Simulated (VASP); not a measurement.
# C in VASP: further runs

C is run at these levels: PBEsol; tasks: single point.

Everything below comes from runs of VASP 6.6.1. Logs are shortened: lines on timing, memory, paths and dates and some standing lists are left out, and cuts for length are marked.

## (1) The cell of the first run

The cell holds a slab with vacuum, 8 atoms: a = 2.459 Å, b = 2.459 Å, c = 33.658 Å, α = 90.00°, β = 90.00°, γ = 120.00°.

## (2) Single point, PBEsol

The input, INCAR:

```
ALGO = Normal
DIPOL = 0.5 0.5 0.500
EDIFF = 1E-7
ENCUT = 520
GGA = PS
IDIPOL = 3
ISIF = 2
ISMEAR = 0
LASPH = True
LCHARG = False
LDIPOL = True
LREAL = False
LWAVE = False
NBANDS = 26
NELM = 60
PREC = Accurate
SIGMA = 0.1
```

The input, KPOINTS:

```
k-points
0
Gamma
  15 15 1
```

The input, POSCAR:

```
C
1.0
    2.4589175860      0.0000000000      0.0000000000
   -1.2294587930      2.1294850953      0.0000000000
    0.0000000000      0.0000000000     33.6577226350
C
8
Direct
    0.6666666667      0.3333333333      0.2228314756
    0.3333333333      0.6666666667      0.2228418270
    0.6666666667      0.3333333333      0.4463358775
    0.3333333333      0.6666666667      0.4463462289
    0.3333333333      0.6666666667      0.5536537711
    0.0000000000      0.0000000000      0.5536641225
    0.0000000000      0.0000000000      0.7771685244
    0.3333333333      0.6666666667      0.7771581730
```

Potentials or basis: VASP PAW PBE potentials, release 64 (C).

Run with:

```bash
$ cat potpaw_PBE.64/C/POTCAR > POTCAR
$ mpirun -np 1 vasp_std > vasp.out
```

OUTCAR:

```text
EDIFF = 1E-7
   ENCUT = 520
   GGA = PS
   ISIF = 2
   ISMEAR = 0
   LASPH = True
   LREAL = False
   NELM = 60
   PREC = Accurate

 ion  position               nearest neighbor table
   1  0.667  0.333  0.223-   2 1.42   2 1.42   2 1.42
   2  0.333  0.667  0.223-   1 1.42   1 1.42   1 1.42
   3  0.667  0.333  0.446-   4 1.42   4 1.42   4 1.42
   4  0.333  0.667  0.446-   3 1.42   3 1.42   3 1.42
   5  0.333  0.667  0.554-   6 1.42   6 1.42   6 1.42
   6  0.000  0.000  0.554-   5 1.42   5 1.42   5 1.42
   7  0.000  0.000  0.777-   8 1.42   8 1.42   8 1.42
   8  0.333  0.667  0.777-   7 1.42   7 1.42   7 1.42

  LATTYP: Found a hexagonal cell.
 ALAT       =     2.4589175860
 C/A-ratio  =    13.6880238795

  Lattice vectors:

 A1 = (   2.4589175860,   0.0000000000,   0.0000000000)
 A2 = (  -1.2294587930,   2.1294850953,   0.0000000000)
 A3 = (   0.0000000000,   0.0000000000,  33.6577226350)

Analysis of symmetry for initial positions (statically):
=====================================================================
 Subroutine PRICEL returns:
 Original cell was already a primitive cell.

 Routine SETGRP: Setting up the symmetry group for a
 hexagonal supercell.

 Subroutine GETGRP returns: Found 12 space group operations
 (whereof  6 operations were pure point group operations)
 out of a pool of 24 trial point group operations.

The static configuration has the point symmetry C_3v.
 The point group associated with its full space group is D_3d.

Analysis of symmetry for dynamics (positions and initial velocities):
=====================================================================
 Subroutine PRICEL returns:
 Original cell was already a primitive cell.

 Routine SETGRP: Setting up the symmetry group for a
 hexagonal supercell.

 Subroutine GETGRP returns: Found 12 space group operations
 (whereof  6 operations were pure point group operations)
 out of a pool of 24 trial point group operations.

The dynamic configuration has the point symmetry C_3v.
 The point group associated with its full space group is D_3d.

 Subroutine INISYM returns: Found 12 space group operations
 (whereof  6 operations are pure point group operations),
 and found     1 'primitive' translations

----------------------------------------------------------------------------------------

                                     Primitive cell

  volume of cell :     176.2395

  direct lattice vectors                    reciprocal lattice vectors
     2.458917586  0.000000000  0.000000000     0.406683008  0.234798544  0.000000000
    -1.229458793  2.129485095  0.000000000     0.000000000  0.469597088  0.000000000
     0.000000000  0.000000000 33.657722635     0.000000000  0.000000000  0.029710863

  length of vectors
     2.458917586  2.458917586 33.657722635     0.469597088  0.469597088  0.029710863

  position of ions in fractional coordinates (direct lattice)
     0.666666667  0.333333333  0.222831476
     0.333333333  0.666666667  0.222841827
     0.666666667  0.333333333  0.446335877
     0.333333333  0.666666667  0.446346229
     0.333333333  0.666666667  0.553653771
     0.000000000  0.000000000  0.553664123
     0.000000000  0.000000000  0.777168524
     0.333333333  0.666666667  0.777158173

  ion indices of the primitive-cell ions
   primitive index   ion index
                 1           1
                 2           2
                 3           3
                 4           4
                 5           5
                 6           6
                 7           7
                 8           8

----------------------------------------------------------------------------------------

 KPOINTS: k-points

Automatic generation of k-mesh.
 Grid dimensions read from file:
 generate k-points for:   15   15    1

 Generating k-lattice:

  Cartesian coordinates                     Fractional coordinates (reciprocal lattice)
     0.027112201  0.015653236  0.000000000     0.066666667  0.000000000  0.000000000
     0.000000000  0.031306473  0.000000000     0.000000000  0.066666667  0.000000000
     0.000000000  0.000000000  0.029710863     0.000000000  0.000000000  1.000000000

  Length of vectors
     0.031306473  0.031306473  0.029710863

  Shift w.r.t. Gamma in fractional coordinates (k-lattice)
     0.000000000  0.000000000  0.000000000

 Subroutine IBZKPT returns following result:
 ===========================================

 Found     27 irreducible k-points:

 Following reciprocal coordinates:
            Coordinates               Weight
  0.000000  0.000000  0.000000      1.000000
  0.066667  0.000000  0.000000      6.000000
  0.133333  0.000000  0.000000      6.000000
  0.200000  0.000000  0.000000      6.000000
  0.266667  0.000000  0.000000      6.000000
  0.333333  0.000000  0.000000      6.000000
[... 16 lines left out ...]
  0.333333  0.200000  0.000000     12.000000
  0.400000  0.200000  0.000000      6.000000
 [... further k-points ...]
   k-points           NKPTS =     27   k-points in BZ     NKDIM =     27   number of bands    NBANDS=     26
   number of dos      NEDOS =    301   number of ions     NIONS =      8
   total plane-waves  NPLWV =  81000
   dimension x,y,z NGX =    18 NGY =   18 NGZ =  250
   dimension x,y,z NGXF=    36 NGYF=   36 NGZF=  500
   ions per type =               8
   NGX,Y,Z   is equivalent  to a cutoff of  12.17, 12.17, 12.35 a.u.
   NGXF,Y,Z  is equivalent  to a cutoff of  24.34, 24.34, 24.70 a.u.
 SYSTEM =  unknown system
   PREC   = accura    normal or accurate (medium, high low for compatibility)
   ISTART =      0    job   : 0-new  1-cont  2-samecut
   ICHARG =      2    charge: 1-file 2-atom 10-const
   ISPIN  =      1    spin polarized calculation?
   LNONCOLLINEAR =      F non collinear calculations
   LSORBIT =      F    spin-orbit coupling
   LASPH  =      T    aspherical Exc in radial PAW
   ENCUT  =  520.0 eV  38.22 Ry    6.18 a.u.   4.57  4.57 62.58*2*pi/ulx,y,z
   NELM   =     60;   NELMIN=  2; NELMDL= -5     # of ELM steps
   EDIFF  = 0.1E-06   stopping-criterion for ELM
   LREAL  =      F    real-space projection
   EDIFFG = 0.1E-05   stopping-criterion for IOM
   NSW    =      0    number of steps for IOM
   IBRION =     -1    ionic relax: 0-MD 1-quasi-New 2-CG
   NFREE  =      0    steps in history (QN), initial steepest desc. (CG)
   ISIF   =      2    stress and relaxation
   ISYM   =      2    0-nonsym 1-usesym 2-fastsym
   POTIM  = 0.5000    time-step for ionic-motion
   TEBEG  =    0.0;   TEEND  =   0.0 temperature during run
   PSTRESS=    0.0 pullay stress
   NELECT =      32.0000    total number of electrons
   NUPDOWN=      -1.0000    fix difference up-down
   EMIN   =  10.00;   EMAX   =-10.00  energy-range for DOS
   EFERMI =   0.00;   METHOD = LEGACY
   ISMEAR =     0;   SIGMA  =   0.10  broadening in eV -4-tet -1-fermi 0-gaus
   EFERMI_NEDOS =   21; number of points for ismear=-14 and -15
   IALGO  =     38    algorithm
   IMIX   =      4    mixing-type and parameters
     AMIX     =   0.40;   BMIX     =  1.00
     AMIX_MAG =   1.60;   BMIX_MAG =  1.00
  volume/ion in A,a.u.               =      22.03       148.67
  Fermi-wavevector in a.u.,A,eV,Ry     =   0.927023  1.751819 11.692455  0.859371
  Thomas-Fermi vector in A             =   2.053048
   LORBIT       =      0    0 simple, 1 ext, 2 COOP (PROOUT), +10 PAW based schemes
   GGA     = PS    functional components
   LHFCALC =     F    Hartree Fock is set to
   AEXX    =    0.0000 exact exchange contribution
   IVDW    =     0    specifies the selected vdW correction
   LEPSILON=     F    determine dielectric tensor
   LRPA    =     F    only Hartree local field effects (RPA)
 non-spin polarized calculation
 Gauss-broadening in eV      SIGMA  =   0.10
  energy-cutoff  :      520.00
  volume of cell :      176.24
 maximum number of plane-waves:      4808
   NGX =  9   NGY =  9   NGZ =125

 dipolmoment           0.000000      0.000000      0.000000 electrons x Angstroem

 number of electron      31.9999991 magnetization

 dipolmoment           0.000000      0.000000     -0.000000 electrons x Angstroem

 Free energy of the ion-electron system (eV)
  ---------------------------------------------------
  ext. energy  EPLUGINS =         0.00000000
  ---------------------------------------------------
  free energy    TOTEN  =       -77.13332114 eV

  energy without entropy =      -77.13030359  energy(sigma->0) =      -77.13181237

 E-fermi :  -0.7184     XC(G=0):  -4.8567

 val. band max:       -0.7190242386   @ k =   0.3333   0.3333   0.0000
 cond. band min:      -0.7181502579   @ k =   0.3333   0.3333   0.0000
 fundamental gap:      0.0008739807
 Fermi energy:        -0.7184221587

 k-point     1 :       0.0000    0.0000    0.0000
  band No.  band energies     occupation
      1     -20.3055      2.00000
      2     -20.2716      2.00000
      3     -20.2716      2.00000
      4     -20.2206      2.00000
      5      -8.7565      2.00000
      6      -8.4250      2.00000
[... 18 lines left out ...]
     25       5.7751      0.00000
     26       7.1931      0.00000

 k-point     2 :       0.0667    0.0000    0.0000
  band No.  band energies     occupation
      1     -20.1996      2.00000
      2     -20.1660      2.00000
      3     -20.1660      2.00000
      4     -20.1153      2.00000
      5      -8.6285      2.00000
      6      -8.2984      2.00000
[... 18 lines left out ...]
     25       5.9066      0.00000
     26       7.3275      0.00000

 k-point     3 :       0.1333    0.0000    0.0000
  band No.  band energies     occupation
      1     -19.8825      2.00000
      2     -19.8498      2.00000
      3     -19.8498      2.00000
      4     -19.8000      2.00000
      5      -8.2461      2.00000
      6      -7.9204      2.00000
[... 18 lines left out ...]
     25       6.2986      0.00000
     26       7.6387      0.00000

 k-point     4 :       0.2000    0.0000    0.0000
  band No.  band energies     occupation
      1     -19.3565      2.00000
      2     -19.3254      2.00000
      3     -19.3253      2.00000
      4     -19.2770      2.00000
      5      -7.6159      2.00000
      6      -7.2982      2.00000
[... 18 lines left out ...]
     25       6.9173      0.00000
     26       7.5609      0.00000

 k-point     5 :       0.2667    0.0000    0.0000
  band No.  band energies     occupation
      1     -18.6257      2.00000
      2     -18.5967      2.00000
      3     -18.5966      2.00000
      4     -18.5502      2.00000
      5      -8.5763      2.00000
      6      -8.5717      2.00000
[... 18 lines left out ...]
     25       6.2333      0.00000
     26       6.7164      0.00000

 k-point     6 :       0.3333    0.0000    0.0000
  band No.  band energies     occupation
      1     -17.6973      2.00000
      2     -17.6709      2.00000
      3     -17.6709      2.00000
      4     -17.6269      2.00000
      5     -10.3540      2.00000
      6     -10.3455      2.00000
[... 427 lines left out ...]
 k-point    21 :       0.2000    0.2000    0.0000
  band No.  band energies     occupation
      1     -17.4950      2.00000
      2     -17.4691      2.00000
      3     -17.4691      2.00000
      4     -17.4257      2.00000
      5      -9.6266      2.00000
      6      -9.6266      2.00000
[... 18 lines left out ...]
     25       7.5070      0.00000
     26       8.2116      0.00000

 k-point    22 :       0.2667    0.2000    0.0000
  band No.  band energies     occupation
      1     -16.4894      2.00000
      2     -16.4664      2.00000
      3     -16.4664      2.00000
      4     -16.4257      2.00000
      5     -10.9233      2.00000
      6     -10.9183      2.00000
[... 18 lines left out ...]
     25       8.8112      0.00000
     26       9.3706      0.00000

 k-point    23 :       0.3333    0.2000    0.0000
  band No.  band energies     occupation
      1     -15.3295      2.00000
      2     -15.3103      2.00000
      3     -15.3103      2.00000
      4     -15.2732      2.00000
      5     -12.3722      2.00000
      6     -12.3618      2.00000
[... 18 lines left out ...]
     25      10.0255      0.00000
     26      10.1361      0.00000

 k-point    24 :       0.4000    0.2000    0.0000
  band No.  band energies     occupation
      1     -14.3561      2.00000
      2     -14.3504      2.00000
      3     -14.3504      2.00000
      4     -14.3276      2.00000
      5     -13.4338      2.00000
      6     -13.4337      2.00000
[... 18 lines left out ...]
     25      10.4775      0.00000
     26      10.5244      0.00000

 [... further k-points ...]

------------------------ aborting loop because EDIFF is reached ----------------------------------------

 vacuum level on the upper side and lower side of the slab       (xc-potential included)        -0.009        -0.009

  FORCE on cell =-STRESS in cart. coord.  units (eV):
  Direction    XX          YY          ZZ          XY          YZ          ZX
  --------------------------------------------------------------------------------------
  -------------------------------------------------------------------------------------
  Total        0.4520954      0.4520954     -0.0461884      0.0000000      0.0000000      0.0000000
  in kB        4.1099577      4.1099577     -0.4198943      0.0000000      0.0000000      0.0000000
  external PRESSURE =       2.6000070 kB  Pullay stress =       0.0000000 kB

 VOLUME and BASIS-vectors are now :
 -----------------------------------------------------------------------------
  energy-cutoff  :      520.00
  volume of cell :      176.24
      direct lattice vectors                 reciprocal lattice vectors
     2.458917586  0.000000000  0.000000000     0.406683008  0.234798544  0.000000000
    -1.229458793  2.129485095  0.000000000     0.000000000  0.469597088  0.000000000
     0.000000000  0.000000000 33.657722635     0.000000000  0.000000000  0.029710863

 POSITION                                       TOTAL-FORCE (eV/Angst)
 -----------------------------------------------------------------------------------
      1.22946      0.70983      7.50000        -0.000000      0.000000      0.005984
     -0.00000      1.41966      7.50035         0.000000     -0.000000     -0.005802
      1.22946      0.70983     15.02265        -0.000000     -0.000000      0.001068
     -0.00000      1.41966     15.02300         0.000000     -0.000000      0.000520
     -0.00000      1.41966     18.63473        -0.000000      0.000000     -0.000520
      0.00000      0.00000     18.63507         0.000000      0.000000     -0.001068
      0.00000      0.00000     26.15772         0.000000     -0.000000     -0.005984
     -0.00000      1.41966     26.15737        -0.000000     -0.000000      0.005802
 -----------------------------------------------------------------------------------
    total drift:                                0.000000     -0.000000     -0.000000

  FREE ENERGIE OF THE ION-ELECTRON SYSTEM (eV)
  ---------------------------------------------------
  free  energy   TOTEN  =       -77.1333211429 eV

  energy  without entropy=      -77.1303035932  energy(sigma->0) =      -77.13181237

 vacuum level on the upper side and lower side of the slab         3.579         3.579
```

Wall time 77 s (1 thread of AMD EPYC 9R45 (Zen 5), shared host); peak memory 0.26 GiB.

Results:

```yaml
Free_energy: -77.1333 eV
Largest_force: 0.006 eV/Å
Band_gap_on_the_k_mesh: zero (filled and empty bands touch)
```

Forces in eV/Å, atoms in the order of the input:
```
C    0.000  0.000  0.006
C    0.000  0.000 -0.006
C    0.000  0.000  0.001
C    0.000  0.000  0.001
C    0.000  0.000 -0.001
C    0.000  0.000 -0.001
C    0.000  0.000 -0.006
C    0.000  0.000  0.006
```

Caveat: the PAW data sets were made with another functional, which shifts forces and pressure a little.

## (3) Single point, PBEsol

The input, INCAR:

```
SYSTEM = C
  PREC = Accurate
  ENCUT = 520
  EDIFF = 1E-6
  ISMEAR = 0
  SIGMA = 0.1
  LREAL = .False.
  LASPH = .True.
  NELM = 80
  ALGO = Normal
  ISIF = 2
  LWAVE = .False.
  LCHARG = .True.
  LDIPOL = .True.
  IDIPOL = 3
  DIPOL = 0.5 0.5 0.500
  GGA = PS
  LELF = .True.
  LVHAR = .True.
  LVACPOTAV = .True.
  NBANDS = 26
```

The input, KPOINTS:

```
regular mesh
0
Gamma
  15 15 1
  0 0 0
```

POSCAR is that of step 2.

Potentials or basis: VASP PAW PBE potentials, release 64 (C).

Run with:

```bash
$ cat potpaw_PBE.64/C/POTCAR > POTCAR
$ mpirun -np 1 vasp_std > vasp.out
```

Run time: 70 s. Hardware: 1 thread of AMD EPYC 9R45 (Zen 5), shared host; peak memory 0.26 GiB.

It converged, with:

- Free energy: -77.1333 eV
- Largest force: 0.006 eV/Å
- Band gap on the k mesh: zero (filled and empty bands touch)

Forces on the atoms (eV/Å):
```
C    0.000  0.000  0.006
C    0.000  0.000 -0.006
C    0.000  0.000  0.001
C    0.000  0.000  0.001
C    0.000  0.000 -0.001
C    0.000  0.000 -0.001
C    0.000  0.000 -0.006
C    0.000  0.000  0.006
```

Levels at points of the mesh, in eV from the Fermi level:
```tsv
k point	band 14	band 15	band 16	band 17	band 18	band 19
(0.00, 0.00, 0.00)	-3.00	-2.99	-2.99	3.12	3.26	3.66
```

Caveat: the PAW data sets were made with another functional, which shifts forces and pressure a little.
